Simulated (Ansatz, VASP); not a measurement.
## NaCl: VASP beside Ansatz

File POSCAR:

```
NaCl
1.0
    0.0000000000      3.0872727775      3.0872727775
    3.2110724159      0.0000000000      3.0872727775
    3.2110724159      3.0872727775      0.0000000000
Na Cl
1 1
Direct
    0.0000000000      0.0000000000      0.0000000000
    0.2500000000      0.2500000000      0.2500000000
```

INCAR.step1

```
  ALGO = Normal
  EDIFF = 1E-4
  ENCUT = 520
  GGA = PE
  ISMEAR = 0
  LASPH = True
  LCHARG = False
  LREAL = False
  LWAVE = True
  NBANDS = 14
  NELM = 100
  PREC = Accurate
  SIGMA = 0.01
```

Contents of INCAR.step2:

```
  ALGO = Normal
  EDIFF = 1E-7
  ENCUT = 520
  ISIF = 2
  ISMEAR = 0
  ISTART = 1
  LASPH = True
  LCHARG = False
  LMIXTAU = True
  LREAL = False
  LWAVE = False
  METAGGA = R2SCAN
  NBANDS = 14
  NELM = 100
  PREC = Accurate
  SIGMA = 0.01
```

KPOINTS

```
k-points
0
Gamma
  8 8 8
```

Input for Ansatz:

```yaml
crystal:
  lattice:
    - [0.0, 3.0872727775, 3.0872727775]
    - [3.2110724159, 0.0, 3.0872727775]
    - [3.2110724159, 3.0872727775, 0.0]
  atoms:
    - { symbol: Na, position: [0.0, 0.0, 0.0] }
    - { symbol: Cl, position: [0.25, 0.25, 0.25] }
kpoints:
  mp_grid: { grid: [8, 8, 8] }
  band_path:
    path:
      - [0.0, 0.0, 0.0]
      - [-0.5, -0.5, 0.0]
      - [-0.375, -0.375, 0.25]
      - [-0.375, 0.0, 0.375]
      - [0.0, 0.0, 0.5]
      - [-0.5, -0.25, 0.25]
    npoints: 1
hamiltonian:
  xc: r2scan
scf:
  occupations: { method: fixed }
  n_extra_bands: 4
output:
  forces: true
  stress: true
  eigenvalues: true
```

Change from the starting cell: uniaxial_x strain +4.0%.

Alike in both runs: task single point; functional r2SCAN; k mesh 8 × 8 × 8; no spin polarisation.

|  | VASP | Ansatz |
| --- | --- | --- |
| version | VASP 6.6.1 | Ansatz 0.2.0 |
| potentials or method | VASP PAW PBE potentials, release 64 (Na_pv, Cl) | plane waves, PAW |
| plane-wave cutoff (eV) | 520 | 500 |
| occupations | gaussian, width 0.01 eV | fixed |
| valence electrons in the cell | 14 | 16 |

Ansatz gave:

```
gap on the k mesh at the Fermi level (eV)                     : 5.44
pressure (GPa)                                                : -0.7
traceless stress, the component that is largest in VASP (GPa) : -0.10
```

Problem. Which values does VASP return?

Solution. gap on the k mesh at the Fermi level (eV): 5.46; pressure (GPa): -0.8; traceless stress, the component that is largest in VASP (GPa): -0.11.

VASP's potentials were made for PBE, not for r2SCAN. VASP's potentials hold 14 valence electrons a cell and Ansatz's 16, so a difference there can come from the potentials and not from the codes.
